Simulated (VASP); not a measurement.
# Zn (P6_3/mmc) in VASP: notebook, part 2 of 2

VASP 6.6.1. Earlier steps stand in the parts before.

## Step 4: Single point, r2SCAN

POSCAR reads:

```
Zn
1.0
    2.6187264646      0.0000000000      0.0000000000
   -1.3093632323      2.2678836439      0.0000000000
    0.0000000000      0.0000000000      4.8388970683
Zn
2
Direct
    0.3333333333      0.6666666667      0.2500000000
    0.6666666667      0.3333333333      0.7500000000
```

INCAR.step1 reads:

```
ALGO = Normal ; EDIFF = 1E-4
ENCUT = 520 ; GGA = PE
ISMEAR = 0 ; LASPH = True
LCHARG = False ; LREAL = False
LWAVE = True ; NBANDS = 19
NELM = 100 ; PREC = Accurate
SIGMA = 0.2
```

INCAR.step2 reads:

```
ALGO = Normal ; EDIFF = 1E-7
ENCUT = 520 ; ISIF = 2
ISMEAR = 0 ; ISTART = 1
LASPH = True ; LCHARG = False
LMIXTAU = True ; LREAL = False
LWAVE = False ; METAGGA = R2SCAN
NBANDS = 19 ; NELM = 100
PREC = Accurate ; SIGMA = 0.2
```

KPOINTS reads:

```
k-points
0
Gamma
  14 14 7
```

Potentials or basis: VASP PAW PBE potentials, release 64 (Zn).

Command:

```bash
$ cat potpaw_PBE.64/Zn/POTCAR > POTCAR
$ cp INCAR.step1 INCAR
$ mpirun -np 1 vasp_std > vasp.out
$ cp INCAR.step2 INCAR
$ mpirun -np 1 vasp_std > vasp.out
```

OUTCAR:

```text
EDIFF = 1E-7
   ENCUT = 520
   ISIF = 2
   ISMEAR = 0
   ISTART = 1
   LASPH = True
   LREAL = False
   METAGGA = R2SCAN
   NELM = 100
   PREC = Accurate

 ion  position               nearest neighbor table
   1  0.333  0.667  0.250-   2 2.85   2 2.85   2 2.85   2 2.85   2 2.85   2 2.85
   2  0.667  0.333  0.750-   1 2.85   1 2.85   1 2.85   1 2.85   1 2.85   1 2.85

  LATTYP: Found a hexagonal cell.
 ALAT       =     2.6187264646
 C/A-ratio  =     1.8478054633

  Lattice vectors:

 A1 = (   2.6187264646,   0.0000000000,   0.0000000000)
 A2 = (  -1.3093632323,   2.2678836439,   0.0000000000)
 A3 = (   0.0000000000,   0.0000000000,   4.8388970683)

Analysis of symmetry for initial positions (statically):
=====================================================================
 Subroutine PRICEL returns:
 Original cell was already a primitive cell.

 Routine SETGRP: Setting up the symmetry group for a
 hexagonal supercell.

 Subroutine GETGRP returns: Found 24 space group operations
 (whereof 12 operations were pure point group operations)
 out of a pool of 24 trial point group operations.

The static configuration has the point symmetry D_3d.
 The point group associated with its full space group is D_6h.

Analysis of symmetry for dynamics (positions and initial velocities):
=====================================================================
 Subroutine PRICEL returns:
 Original cell was already a primitive cell.

 Routine SETGRP: Setting up the symmetry group for a
 hexagonal supercell.

 Subroutine GETGRP returns: Found 24 space group operations
 (whereof 12 operations were pure point group operations)
 out of a pool of 24 trial point group operations.

[... 106 lines left out ...]
   NFREE  =      0    steps in history (QN), initial steepest desc. (CG)
   ISIF   =      2    stress and relaxation
   ISYM   =      2    0-nonsym 1-usesym 2-fastsym
   POTIM  = 0.5000    time-step for ionic-motion
   TEBEG  =    0.0;   TEEND  =   0.0 temperature during run
   PSTRESS=    0.0 pullay stress
   NELECT =      24.0000    total number of electrons
   NUPDOWN=      -1.0000    fix difference up-down
   EMIN   =  10.00;   EMAX   =-10.00  energy-range for DOS
   EFERMI =   0.00;   METHOD = LEGACY
   ISMEAR =     0;   SIGMA  =   0.20  broadening in eV -4-tet -1-fermi 0-gaus
   EFERMI_NEDOS =   21; number of points for ismear=-14 and -15
   IALGO  =     38    algorithm
   IMIX   =      4    mixing-type and parameters
     AMIX     =   0.40;   BMIX     =  1.00
     AMIX_MAG =   1.60;   BMIX_MAG =  1.00
  volume/ion in A,a.u.               =      14.37        96.97
  Fermi-wavevector in a.u.,A,eV,Ry     =   1.541675  2.913343 32.337805  2.376762
  Thomas-Fermi vector in A             =   2.647587
   LORBIT       =      0    0 simple, 1 ext, 2 COOP (PROOUT), +10 PAW based schemes
   METAGGA = R2SCAN    functional components
   LHFCALC =     F    Hartree Fock is set to
   AEXX    =    0.0000 exact exchange contribution
   IVDW    =     0    specifies the selected vdW correction
   LEPSILON=     F    determine dielectric tensor
   LRPA    =     F    only Hartree local field effects (RPA)
 non-spin polarized calculation
 Gauss-broadening in eV      SIGMA  =   0.20
  energy-cutoff  :      520.00
  volume of cell :       28.74
 maximum number of plane-waves:       796
 NGX is ok and might be reduce to    20
   NGX =  9   NGY =  9   NGZ = 17

 number of electron      24.0000039 magnetization

 Free energy of the ion-electron system (eV)
  ---------------------------------------------------
  ext. energy  EPLUGINS =         0.00000000
  ---------------------------------------------------
  free energy    TOTEN  =       -17.79593955 eV

  energy without entropy =      -17.78798253  energy(sigma->0) =      -17.79196104

 E-fermi :   3.3563     XC(G=0): -12.9835

 val. band max:        3.2631047566   @ k =   0.2143   0.1429   0.0000
 cond. band min:       3.4317424451   @ k =   0.2143   0.0000   0.1429
 fundamental gap:      0.1686376885
 Fermi energy:         3.3562551871

 k-point     1 :       0.0000    0.0000    0.0000
  band No.  band energies     occupation
      1      -7.9499      2.00000
      2      -5.8360      2.00000
      3      -5.0049      2.00000
      4      -4.7473      2.00000
      5      -4.7471      2.00000
      6      -4.6884      2.00000
[... 505 lines left out ...]
      6      -4.7646      2.00000
[... 11 lines left out ...]
     18      11.5490      0.00000
     19      13.1683      0.00000

 [... further k-points ...]
[... 5 lines left out ...]
  --------------------------------------------------------------------------------------
  -------------------------------------------------------------------------------------
  Total        0.2084135      0.2084135     -0.1319588      0.0000000      0.0000000      0.0000000
  in kB       11.6192783     11.6192783     -7.3568449      0.0000000      0.0000000      0.0000000
  external PRESSURE =       5.2939039 kB  Pullay stress =       0.0000000 kB

 VOLUME and BASIS-vectors are now :
 -----------------------------------------------------------------------------
  energy-cutoff  :      520.00
  volume of cell :       28.74
      direct lattice vectors                 reciprocal lattice vectors
     2.618726465  0.000000000  0.000000000     0.381865007  0.220469865  0.000000000
    -1.309363232  2.267883644  0.000000000     0.000000000  0.440939729  0.000000000
     0.000000000  0.000000000  4.838897068     0.000000000  0.000000000  0.206658663

 POSITION                                       TOTAL-FORCE (eV/Angst)
 -----------------------------------------------------------------------------------
     -0.00000      1.51192      1.20972        -0.000000      0.000000      0.000000
      1.30936      0.75596      3.62917         0.000000      0.000000      0.000000
 -----------------------------------------------------------------------------------
    total drift:                                0.000000     -0.000000      0.000000

  FREE ENERGIE OF THE ION-ELECTRON SYSTEM (eV)
  ---------------------------------------------------
  free  energy   TOTEN  =       -17.7959395506 eV

  energy  without entropy=      -17.7879825312  energy(sigma->0) =      -17.79196104
```

OUTCAR.step1:

```text
EDIFF = 1E-4
   ENCUT = 520
   GGA = PE
   ISMEAR = 0
   LASPH = True
[... 752 lines left out ...]
 -----------------------------------------------------------------------------------
     -0.00000      1.51192      1.20972        -0.000000      0.000000      0.000000
      1.30936      0.75596      3.62917         0.000000     -0.000000      0.000000
 -----------------------------------------------------------------------------------
    total drift:                                0.000000     -0.000000      0.000000

  FREE ENERGIE OF THE ION-ELECTRON SYSTEM (eV)
  ---------------------------------------------------
  free  energy   TOTEN  =        -2.1886190080 eV

  energy  without entropy=       -2.1799387698  energy(sigma->0) =       -2.18427889
```

OSZICAR.step1:

```text
N       E                     dE             d eps       ncg     rms          rms(c)
DAV:   1     0.111681450078E+03    0.11168E+03   -0.12331E+04  3768   0.201E+03
DAV:   2     0.245905238273E+01   -0.10922E+03   -0.10536E+03  3657   0.296E+02
DAV:   3    -0.240067290094E+01   -0.48597E+01   -0.48405E+01  4100   0.689E+01
DAV:   4    -0.242725061095E+01   -0.26578E-01   -0.26572E-01  4022   0.519E+00
DAV:   5    -0.242728210307E+01   -0.31492E-04   -0.31492E-04  3900   0.164E-01    0.453E+00
DAV:   6    -0.220488134245E+01    0.22240E+00   -0.83666E-01  4055   0.198E+01    0.331E+00
DAV:   7    -0.219381058706E+01    0.11071E-01   -0.29084E-02  4596   0.292E+00    0.168E+00
DAV:   8    -0.218862001145E+01    0.51906E-02   -0.17000E-03  5100   0.659E-01    0.472E-02
DAV:   9    -0.218861900802E+01    0.10034E-05   -0.20194E-04  3121   0.197E-01
   1 F= -.21886190E+01 E0= -.21842789E+01  d E =-.868024E-02
```

It took 3.1 min on 1 thread of Intel Xeon 6975P-C (Granite Rapids), shared host; peak memory 0.16 GiB.

Results:

- Free energy: -17.7959 eV
- Pressure: 0.5 GPa
- Band gap on the k mesh: zero (bands 12 and 13 overlap by 4.50 eV)

Caveat: the PAW data sets were made with another functional, which shifts forces and pressure a little.

## Step 5: Single point, r2SCAN

POSCAR is that of step 4.

INCAR.step1 reads:

```
SYSTEM = Zn
  PREC = Accurate
  ENCUT = 520
  ISMEAR = 0
  SIGMA = 0.3
  LREAL = .False.
  LASPH = .True.
  NELM = 100
  NBANDS = 19
  GGA = PE
  ALGO = Normal
  EDIFF = 1E-4
  LWAVE = .True.
  LCHARG = .False.
```

INCAR.step2 reads:

```
SYSTEM = Zn
  PREC = Accurate
  ENCUT = 520
  EDIFF = 1E-7
  ISMEAR = 0
  SIGMA = 0.3
  LREAL = .False.
  LASPH = .True.
  NELM = 100
  ALGO = Normal
  ISIF = 2
  LWAVE = .False.
  LCHARG = .False.
  METAGGA = R2SCAN
  LMIXTAU = .True.
  NBANDS = 19
  ISTART = 1
```

KPOINTS reads:

```
regular mesh
0
Gamma
  14 14 7
  0 0 0
```

Command:

```bash
$ cat potpaw_PBE.64/Zn/POTCAR > POTCAR
$ cp INCAR.step1 INCAR
$ mpirun -np 1 vasp_std > vasp.out
$ cp INCAR.step2 INCAR
$ mpirun -np 1 vasp_std > vasp.out
```

Run time: 2.9 min. Hardware: 1 thread of Intel Xeon 6975P-C (Granite Rapids), shared host; peak memory 0.17 GiB.

The run converged. Its results:

| Item | Value |
| --- | --- |
| Free energy | -17.8014 eV |
| Pressure | 0.6 GPa |
| Band gap on the k mesh | zero (bands 12 and 13 overlap by 4.50 eV) |

Stress tensor (GPa, compression positive):
```
 1.02  0.00  0.00
 0.00  1.02  0.00
 0.00  0.00 -0.33
```

Levels at points of the mesh, in eV from the Fermi level:
| k point | band 10 | band 11 | band 12 | band 13 | band 14 | band 15 |
| --- | --- | --- | --- | --- | --- | --- |
| (0.00, 0.00, 0.00) | -7.46 | -7.46 | -4.06 | -2.99 | 15.12 | 18.67 |
| (0.50, 0.00, 0.00) | -7.24 | -3.18 | -2.28 | 3.03 | 3.84 | 4.85 |

Caveat: so wide a smearing shifts energies and pressures; the PAW data sets were made with another functional, which shifts forces and pressure a little.

## Step 6: Single point, r2SCAN

POSCAR is that of step 5.

INCAR.step1 reads:

```
PREC = Accurate
ENCUT = 520
ISMEAR = 0
SIGMA = 0.6
LREAL = F
LASPH = T
NELM = 80
NBANDS = 19
GGA = PE
ALGO = Normal
EDIFF = 1E-4
LWAVE = T
LCHARG = F
```

INCAR.step2 reads:

```
PREC = Accurate
ENCUT = 520
EDIFF = 1E-7
ISMEAR = 0
SIGMA = 0.6
LREAL = F
LASPH = T
NELM = 80
ALGO = Normal
ISIF = 2
LWAVE = F
LCHARG = F
METAGGA = R2SCAN
LMIXTAU = T
NBANDS = 19
ISTART = 1
```

KPOINTS reads:

```
Automatic mesh
0
Gamma
  14 14 7
```

Potentials or basis: VASP PAW PBE potentials, release 64 (Zn).

Command:

```bash
$ cat potpaw_PBE.64/Zn/POTCAR > POTCAR
$ cp INCAR.step1 INCAR
$ mpirun -np 1 vasp_std > vasp.out
$ cp INCAR.step2 INCAR
$ mpirun -np 1 vasp_std > vasp.out
```

Wall time 3 min (1 thread of Intel Xeon 6975P-C (Granite Rapids), shared host); peak memory 0.17 GiB.

The run converged. Its results:

| Item | Value |
| --- | --- |
| Free energy | -17.8314 eV |
| Pressure | 0.7 GPa |
| Band gap on the k mesh | zero (bands 12 and 13 overlap by 4.50 eV) |

Stress tensor (GPa, compression positive):
```
0.90 0.00 0.00
0.00 0.90 0.00
0.00 0.00 0.43
```

Levels at points of the mesh, in eV from the Fermi level:
```tsv
k point	band 10	band 11	band 12	band 13	band 14	band 15
(0.00, 0.00, 0.00)	-7.48	-7.48	-4.08	-3.01	15.10	18.65
(0.50, 0.00, 0.00)	-7.26	-3.20	-2.30	3.01	3.81	4.83
```

Caveat: so wide a smearing shifts energies and pressures; the PAW data sets were made with another functional, which shifts forces and pressure a little.

## Step 7: The runs side by side

| smearing | gap on the mesh (eV) | pressure (GPa) |
| --- | --- | --- |
| gaussian 0.03 eV | none | 0.5 |
| gaussian 0.1 eV | none | 0.5 |
| gaussian 0.2 eV | none | 0.5 |
| gaussian 0.3 eV | none | 0.6 |
| gaussian 0.6 eV | none | 0.7 |

Alike in all rows: task single point; level r2SCAN; potentials or basis VASP PAW PBE potentials, release 64 (Zn); no spin polarisation; cell as given; k mesh 14 × 14 × 7; cutoff (eV) 520.

Caveats: the PAW data sets were made with another functional, which shifts forces and pressure a little; so wide a smearing shifts energies and pressures (at least some runs).

Total energies depend on the potentials used, so only differences within one code and one set of settings carry meaning.
